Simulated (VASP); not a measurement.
# Li4TmGe (Cmmm) in VASP: notebook, part 2 of 3

VASP 6.6.1.

## 3. Single point, PBE

This run uses another cell than the first one, of 17.89 Å³/atom.

The input, INCAR:

```
PREC = Accurate ; ENCUT = 750
EDIFF = 1E-6 ; ISMEAR = 0
SIGMA = 0.1 ; LREAL = F
LASPH = T ; NELM = 200
ALGO = Normal ; ISIF = 2
LWAVE = F ; LCHARG = F
GGA = PE ; NBANDS = 26
GGA_COMPAT = F ; LMAXMIX = 6
```

The input, KPOINTS:

```
regular mesh
0
Gamma
  8 8 8
```

The input, POSCAR:

```
Li4TmGe
1.0
    2.5432888018     -5.0030856474      0.0000000000
    2.5432888018      5.0030856474      0.0000000000
    0.0000000000      0.0000000000      4.2181569651
Li Tm Ge
4 1 1
Direct
    0.6549270213      0.3450729787      0.0000000000
    0.3450729787      0.6549270213      0.0000000000
    0.5000000000      0.0000000000      0.5000000000
    0.0000000000      0.5000000000      0.5000000000
    0.0000000000      0.0000000000      0.0000000000
    0.5000000000      0.5000000000      0.5000000000
```

Potentials or basis: VASP PAW PBE potentials, release 64 (Li_sv, Tm_3, Ge_d), 4f in core.

On the command line:

```bash
cat potpaw_PBE.64/Li_sv/POTCAR potpaw_PBE.64/Tm_3/POTCAR potpaw_PBE.64/Ge_d/POTCAR > POTCAR
mpirun -np 1 vasp_std > vasp.out
```

OUTCAR:

```text
PREC = Accurate
   ENCUT = 750
   EDIFF = 1E-6
   ISMEAR = 0
   LREAL = F
   LASPH = T
   NELM = 200
   ISIF = 2
   GGA = PE

 ion  position               nearest neighbor table
   1  0.655  0.345  0.000-   6 2.62   6 2.62   5 2.98   5 2.98
   2  0.345  0.655  0.000-   6 2.62   6 2.62   5 2.98   5 2.98
   3  0.500  0.000  0.500-   4 2.54   4 2.54
   4  0.000  0.500  0.500-   3 2.54   3 2.54
   5  0.000  0.000  0.000-   1 2.98   2 2.98   1 2.98   2 2.98   6 3.30   6 3.30   6 3.30   6 3.30

   6  0.500  0.500  0.500-   1 2.62   2 2.62   1 2.62   2 2.62   5 3.30   5 3.30   5 3.30   5 3.30

  LATTYP: Found a base centered orthorhombic cell.
 ALAT       =     5.0865776036
 B/A-ratio  =     1.9671716574
 C/A-ratio  =     0.8292721145

  Lattice vectors:

 A1 = (   2.5432888018,  -5.0030856474,   0.0000000000)
 A2 = (   2.5432888018,   5.0030856474,   0.0000000000)
 A3 = (   0.0000000000,   0.0000000000,   4.2181569651)

Analysis of symmetry for initial positions (statically):
=====================================================================
 Subroutine PRICEL returns:
 Original cell was already a primitive cell.

 Routine SETGRP: Setting up the symmetry group for a
[... 175 lines left out ...]

 E-fermi :   2.8125     XC(G=0):  -9.0310

 val. band max:        2.8105582281   @ k =   0.1250   0.1250   0.5000
 cond. band min:       2.8135783009   @ k =   0.0000   0.0000   0.2500
 fundamental gap:      0.0030200728
 Fermi energy:         2.8124898766

 k-point     1 :       0.0000    0.0000    0.0000
  band No.  band energies     occupation
      1     -43.2919      2.00000
      2     -43.2470      2.00000
      3     -42.8543      2.00000
      4     -42.8490      2.00000
      5     -23.3804      2.00000
      6     -23.3436      2.00000
[... 685 lines left out ...]
     25       7.7978      0.00000
     26       8.3030      0.00000

 [... further k-points ...]
[... 5 lines left out ...]
  --------------------------------------------------------------------------------------
  -------------------------------------------------------------------------------------
  Total        0.0717940     -0.0311074      0.0004203      0.0000000      0.0000000      0.0000000
  in kB        1.0715503     -0.4642886      0.0062733      0.0000000      0.0000000      0.0000000
  external PRESSURE =       0.2045117 kB  Pullay stress =       0.0000000 kB

 VOLUME and BASIS-vectors are now :
 -----------------------------------------------------------------------------
  energy-cutoff  :      750.00
  volume of cell :      107.35
      direct lattice vectors                 reciprocal lattice vectors
     2.543288802 -5.003085647  0.000000000     0.196595841 -0.099938325  0.000000000
     2.543288802  5.003085647  0.000000000     0.196595841  0.099938325  0.000000000
     0.000000000  0.000000000  4.218156965     0.000000000  0.000000000  0.237070362

 POSITION                                       TOTAL-FORCE (eV/Angst)
 -----------------------------------------------------------------------------------
      2.54329     -1.55023      0.00000        -0.000000      0.000320      0.000000
      2.54329      1.55023      0.00000        -0.000000     -0.000320     -0.000000
      1.27164     -2.50154      2.10908        -0.000000     -0.000000     -0.000000
      1.27164      2.50154      2.10908        -0.000000     -0.000000     -0.000000
      0.00000      0.00000      0.00000         0.000000     -0.000000     -0.000000
      2.54329      0.00000      2.10908        -0.000000     -0.000000     -0.000000
 -----------------------------------------------------------------------------------
    total drift:                               -0.000000     -0.000000      0.000000

  FREE ENERGIE OF THE ION-ELECTRON SYSTEM (eV)
  ---------------------------------------------------
  free  energy   TOTEN  =       -17.6470930757 eV

  energy  without entropy=      -17.6329066938  energy(sigma->0) =      -17.63999988
```

Run time: 10 min. Hardware: 1 thread of Intel Xeon Platinum 8375C at 2.90GHz (Ice Lake), shared host; peak memory 0.67 GiB.

Results:

| Item | Value |
| --- | --- |
| Free energy | -17.6471 eV |
| Pressure | 0.0 GPa |
| Band gap on the k mesh | zero (an odd number of electrons rules out a gap without spin polarisation) |

Caveat: spin-orbit coupling is left out, which moves the levels of the heavy elements; the 4f electrons are frozen in the core, so they carry no moment and show no levels.

## 4. Single point, PBE (17.92 Å³/atom)

This run uses another cell than the first one, of 17.92 Å³/atom.

INCAR is that of step 3.

KPOINTS is that of step 3.

The input, POSCAR:

```
Li4TmGe
1.0
    2.0832135383     -6.4117664854      0.0000000000
    2.0832135383      6.4117664854      0.0000000000
    0.0000000000      0.0000000000      4.0239184437
Li Tm Ge
4 1 1
Direct
    0.3293786194      0.6706213806      0.0000000000
    0.8295857023      0.1704142977      0.5000000000
    0.1704142977      0.8295857023      0.5000000000
    0.6706213806      0.3293786194      0.0000000000
    0.5000000000      0.5000000000      0.5000000000
    0.0000000000      0.0000000000      0.0000000000
```

On the command line:

```bash
cat potpaw_PBE.64/Li_sv/POTCAR potpaw_PBE.64/Tm_3/POTCAR potpaw_PBE.64/Ge_d/POTCAR > POTCAR
mpirun -np 1 vasp_std > vasp.out
```

It took 13 min on 1 thread of Intel Xeon Platinum 8375C at 2.90GHz (Ice Lake), shared host; peak memory 0.72 GiB.

Results (log left out):

* Free energy: -17.8682 eV
* Pressure: 2.9 GPa
* Largest force: 0.009 eV/Å
* Band gap on the k mesh: zero (an odd number of electrons rules out a gap without spin polarisation)

Forces in eV/Å, atoms in the order of the input:
```
Li   0.000  0.009  0.000
Li   0.000  0.004  0.000
Li   0.000 -0.004  0.000
Li   0.000 -0.009  0.000
Tm   0.000  0.000  0.000
Ge   0.000  0.000  0.000
```

Stress tensor (GPa, compression positive):
```
3.02 0.00 0.00
0.00 2.88 0.00
0.00 0.00 2.95
```

Levels at points of the mesh, in eV from the Fermi level:
```
           k point  band 14  band 15  band 16  band 17  band 18  band 19  band 20  band 21  band 22  band 23
(0.00, 0.00, 0.00)    -2.80    -2.48    -0.28     0.35     0.46     0.71     1.53     1.74     2.80     3.79
(0.50, 0.00, 0.00)    -4.26    -2.84    -1.30    -1.09    -0.82     1.62     2.09     2.11     3.45     4.36
(0.50, 0.50, 0.00)    -3.64    -0.38    -0.19    -0.16     0.06     0.72     1.08     1.46     2.79     3.39
(0.00, 0.00, 0.50)    -4.25    -2.43    -1.45    -1.41    -0.71     0.73     1.80     3.35     3.66     4.03
(0.50, 0.00, 0.50)    -1.99    -1.88    -1.64    -1.49    -0.17    -0.06     0.21     0.84     2.85     3.19
(0.50, 0.50, 0.50)    -4.16    -2.98    -1.48    -1.44     0.23     0.78     2.16     3.17     3.62     4.02
```

Caveat: spin-orbit coupling is left out, which moves the levels of the heavy elements; the 4f electrons are frozen in the core, so they carry no moment and show no levels. Spin polarisation is off, so any magnetic state and its effect on volume and gap are missing.

## 5. Relaxation of shape and atoms at fixed volume, PBE (17.92 Å³/atom)

This run uses another cell than the first one, of 17.92 Å³/atom.

The input, INCAR:

```
SYSTEM = Li4TmGe
PREC = Accurate
ENCUT = 750
EDIFF = 1E-7
ISMEAR = 0
SIGMA = 0.1
LREAL = .False.
LASPH = .True.
NELM = 200
ALGO = Normal
ISIF = 4
LWAVE = .False.
LCHARG = .False.
GGA = PE
IBRION = 2
NSW = 50
EDIFFG = -0.01
GGA_COMPAT = .False.
NELMIN = 4
LMAXMIX = 6
```

The input, KPOINTS:

```
Automatic mesh
0
Gamma
  8 8 8
  0 0 0
```

The input, POSCAR:

```
Li4TmGe
1.0
    2.0637784096     -6.5043147043      0.0000000000
    2.0637784096      6.5043147043      0.0000000000
    0.0000000000      0.0000000000      4.0040182250
Li Tm Ge
4 1 1
Direct
    0.3306011158      0.6693988842      0.0000000000
    0.8300679693      0.1699320307      0.5000000000
    0.1699320307      0.8300679693      0.5000000000
    0.6693988842      0.3306011158      0.0000000000
    0.5000000000      0.5000000000      0.5000000000
    0.0000000000      0.0000000000      0.0000000000
```

Potentials or basis: VASP PAW PBE potentials, release 64 (Li_sv, Tm_3, Ge_d), 4f in core.

On the command line:

```bash
cat potpaw_PBE.64/Li_sv/POTCAR potpaw_PBE.64/Tm_3/POTCAR potpaw_PBE.64/Ge_d/POTCAR > POTCAR
mpirun -np 1 vasp_std > vasp.out
```

OUTCAR:

```text
SYSTEM = Li4TmGe
   PREC = Accurate
   ENCUT = 750
   EDIFF = 1E-7
   ISMEAR = 0
   LREAL = .False.
   LASPH = .True.
   NELM = 200
   ISIF = 4
   GGA = PE
   IBRION = 2
   NSW = 50
   EDIFFG = -0.01
   NELMIN = 4

 ion  position               nearest neighbor table
   1  0.331  0.669  0.000-   5 2.98   5 2.98
   2  0.830  0.170  0.500-   5 3.02   5 3.02
   3  0.170  0.830  0.500-   5 3.02   5 3.02
   4  0.669  0.331  0.000-   5 2.98   5 2.98
   5  0.500  0.500  0.500-   6 2.88   6 2.88   6 2.88   6 2.88   4 2.98   4 2.98   1 2.98   1 2.98
                             3 3.02   2 3.02   3 3.02   2 3.02
   6  0.000  0.000  0.000-   5 2.88   5 2.88   5 2.88   5 2.88

  LATTYP: Found a base centered orthorhombic cell.
 ALAT       =     4.1275568192
 B/A-ratio  =     3.1516536243
 C/A-ratio  =     0.9700698017

  Lattice vectors:

 A1 = (   2.0637784096,  -6.5043147043,   0.0000000000)
 A2 = (   2.0637784096,   6.5043147043,   0.0000000000)
 A3 = (   0.0000000000,   0.0000000000,   4.0040182250)

Analysis of symmetry for initial positions (statically):
=====================================================================
 Subroutine PRICEL returns:
 Original cell was already a primitive cell.

 Routine SETGRP: Setting up the symmetry group for a
 base centered orthorhombic supercell.

 Subroutine GETGRP returns: Found  8 space group operations
 (whereof  8 operations were pure point group operations)
 out of a pool of  8 trial point group operations.

The static configuration has the point symmetry D_2h.

Analysis of symmetry for dynamics (positions and initial velocities):
=====================================================================
 Subroutine PRICEL returns:
 Original cell was already a primitive cell.

[... 134 lines left out ...]
     AMIX     =   0.40;   BMIX     =  1.00
     AMIX_MAG =   1.60;   BMIX_MAG =  1.00
  volume/ion in A,a.u.               =      17.92       120.90
  Fermi-wavevector in a.u.,A,eV,Ry     =   1.126248  2.128300 17.258094  1.268434
  Thomas-Fermi vector in A             =   2.262929
   LORBIT       =      0    0 simple, 1 ext, 2 COOP (PROOUT), +10 PAW based schemes
   GGA     = PE    functional components
   LHFCALC =     F    Hartree Fock is set to
   AEXX    =    0.0000 exact exchange contribution
   IVDW    =     0    specifies the selected vdW correction
   LEPSILON=     F    determine dielectric tensor
   LRPA    =     F    only Hartree local field effects (RPA)
 conjugate gradient relaxation of ions
 non-spin polarized calculation
 Gauss-broadening in eV      SIGMA  =   0.10
  energy-cutoff  :      750.00
  volume of cell :      107.50
 maximum number of plane-waves:      5044
 NGX is ok and might be reduce to    64
   NGX = 31   NGY = 31   NGZ = 17

--------------------------------------- Ionic step        1  -------------------------------------------

 number of electron      34.9999992 magnetization

 Free energy of the ion-electron system (eV)
  ---------------------------------------------------
  ext. energy  EPLUGINS =         0.00000000
  ---------------------------------------------------
  free energy    TOTEN  =       -17.86263232 eV

  energy without entropy =      -17.85054147  energy(sigma->0) =      -17.85658689

------------------------ aborting loop because EDIFF is reached ----------------------------------------

  FORCE on cell =-STRESS in cart. coord.  units (eV):
  Direction    XX          YY          ZZ          XY          YZ          ZX
  --------------------------------------------------------------------------------------
  -------------------------------------------------------------------------------------
  Total        2.4551202      1.8278799      2.3836304      0.0000000      0.0000000      0.0000000
  in kB       36.5925520     27.2437947     35.5270252      0.0000000      0.0000000      0.0000000
  external PRESSURE =      33.1211240 kB  Pullay stress =       0.0000000 kB
[... 227 lines left out ...]
--------------------------------------- Ionic step        7  -------------------------------------------

 number of electron      34.9999987 magnetization

 Free energy of the ion-electron system (eV)
  ---------------------------------------------------
  ext. energy  EPLUGINS =         0.00000000
  ---------------------------------------------------
  free energy    TOTEN  =       -17.86816965 eV

  energy without entropy =      -17.85676718  energy(sigma->0) =      -17.86246841

 E-fermi :   2.9007     XC(G=0):  -8.9718

 val. band max:        2.9001799634   @ k =   0.3750   0.1250   0.5000
 cond. band min:       2.9123828556   @ k =   0.2500  -0.0000   0.1250
 fundamental gap:      0.0122028921
 Fermi energy:         2.9007091625

 k-point     1 :       0.0000    0.0000    0.0000
  band No.  band energies     occupation
      1     -43.5523      2.00000
      2     -43.5406      2.00000
      3     -43.2434      2.00000
      4     -43.2336      2.00000
      5     -22.6813      2.00000
      6     -22.4561      2.00000
[... 565 lines left out ...]
     20       4.4603      0.00000
     21       5.1696      0.00000

 [... further k-points ...]
[... 5 lines left out ...]
  --------------------------------------------------------------------------------------
  -------------------------------------------------------------------------------------
  Total        1.9586877      1.9329477      1.9257660      0.0000000      0.0000000      0.0000000
  in kB       29.1934302     28.8097865     28.7027457      0.0000000      0.0000000      0.0000000
  external PRESSURE =      28.9019874 kB  Pullay stress =       0.0000000 kB
[... 21 lines left out ...]
  FREE ENERGIE OF THE ION-ELECTRON SYSTEM (eV)
  ---------------------------------------------------
  free  energy   TOTEN  =       -17.8681696457 eV

  energy  without entropy=      -17.8567671836  energy(sigma->0) =      -17.86246841

 reached required accuracy - stopping structural energy minimisation
```

OSZICAR:

```text
N       E                     dE             d eps       ncg     rms          rms(c)
DAV:   1     0.281048001151E+03    0.28105E+03   -0.20247E+04  4480   0.295E+03
DAV:   2     0.380493632680E+02   -0.24300E+03   -0.23978E+03  4418   0.705E+02
DAV:   3    -0.850393826025E+01   -0.46553E+02   -0.45393E+02  7162   0.185E+02
[... 64 lines left out ...]
DAV:   1    -0.178681762809E+02   -0.61139E-04   -0.29137E-02  4410   0.145E+00    0.702E-02
DAV:   2    -0.178681932421E+02   -0.16961E-04   -0.77857E-04  6439   0.353E-01    0.418E-02
DAV:   3    -0.178681693324E+02    0.23910E-04   -0.66955E-05  7289   0.871E-02    0.104E-02
DAV:   4    -0.178681694952E+02   -0.16281E-06   -0.12353E-05  6732   0.258E-02    0.346E-03
DAV:   5    -0.178681696351E+02   -0.13985E-06   -0.11427E-06  5775   0.868E-03    0.176E-03
DAV:   6    -0.178681696457E+02   -0.10685E-07   -0.65835E-08  2926   0.289E-03
   7 F= -.17868170E+02 E0= -.17862468E+02  d E =-.544646E-04
```

CONTCAR:

```text
Li4TmGe
   1.00000000000000
     2.0850916651145210   -6.4004680539945848    0.0000000000000000
     2.0850916651145210    6.4004680539945848    0.0000000000000000
     0.0000000000000000    0.0000000000000000    4.0273907639474329
  Li              Tm              Ge
     4     1     1
Direct
     0.3291739685201088    0.6708260314798912    0.0000000000000000
     0.8292588227341425    0.1707411772658574    0.5000000000000000
     0.1707411772658574    0.8292588227341425    0.5000000000000000
     0.6708260314798912    0.3291739685201088    0.0000000000000000
     0.5000000000000000    0.5000000000000000    0.5000000000000000
     0.0000000000000000    0.0000000000000000    0.0000000000000000

  0.00000000E+00  0.00000000E+00  0.00000000E+00
  0.00000000E+00  0.00000000E+00  0.00000000E+00
  0.00000000E+00  0.00000000E+00  0.00000000E+00
  0.00000000E+00  0.00000000E+00  0.00000000E+00
  0.00000000E+00  0.00000000E+00  0.00000000E+00
  0.00000000E+00  0.00000000E+00  0.00000000E+00
```

It took 32 min on 1 thread of Intel Xeon Platinum 8559C (Emerald Rapids), shared host; peak memory 0.72 GiB.

What came out:

- Free energy: -17.8682 eV
- Energy gained by relaxing: 0.9 meV/atom
- Ionic steps: 7
- Pressure after relaxing: 2.9 GPa
- Largest force after relaxing: 0.010 eV/Å
- Band gap on the k mesh: zero (an odd number of electrons rules out a gap without spin polarisation)

Forces in eV/Å, atoms in the order of the input:
```
Li   0.000  0.003  0.000
Li   0.000 -0.010  0.000
Li   0.000  0.010  0.000
Li   0.000 -0.003  0.000
Tm   0.000  0.000  0.000
Ge   0.000  0.000  0.000
```

Step by step:
```tsv
step	energy change (eV)	largest force (eV/Å)	pressure (GPa)	volume (Å³)
1	0.0000	0.0338	3.31	107.50
2	-0.0018	0.0289	3.23	107.50
3	-0.0049	0.0326	3.00	107.50
4	-0.0051	0.0351	2.93	107.50
5	-0.0053	0.0261	2.92	107.50
6	-0.0055	0.0105	2.90	107.50
7	-0.0055	0.0099	2.89	107.50
```

Final structure:
```cif
data_structure
_symmetry_space_group_name_H-M 'P 1'
_symmetry_Int_Tables_number 1
_cell_length_a 6.7315
_cell_length_b 6.7315
_cell_length_c 4.0274
_cell_angle_alpha 90.000
_cell_angle_beta 90.000
_cell_angle_gamma 143.912
_cell_volume 107.50
loop_
_atom_site_label
_atom_site_type_symbol
_atom_site_fract_x
_atom_site_fract_y
_atom_site_fract_z
_atom_site_occupancy
Li1 Li 0.32917 0.67083 0.00000 1
Li2 Li 0.82926 0.17074 0.50000 1
Li3 Li 0.17074 0.82926 0.50000 1
Li4 Li 0.67083 0.32917 0.00000 1
Tm1 Tm 0.50000 0.50000 0.50000 1
Ge1 Ge 0.00000 0.00000 0.00000 1
```

Caveat: spin-orbit coupling is left out, which moves the levels of the heavy elements; the 4f electrons are frozen in the core, so they carry no moment and show no levels. Spin polarisation is off, so any magnetic state and its effect on volume and gap are missing.

(Part 2 of 3 ends here.)

The gap in the log of VASP goes by the Fermi energy; the results here count the filled bands.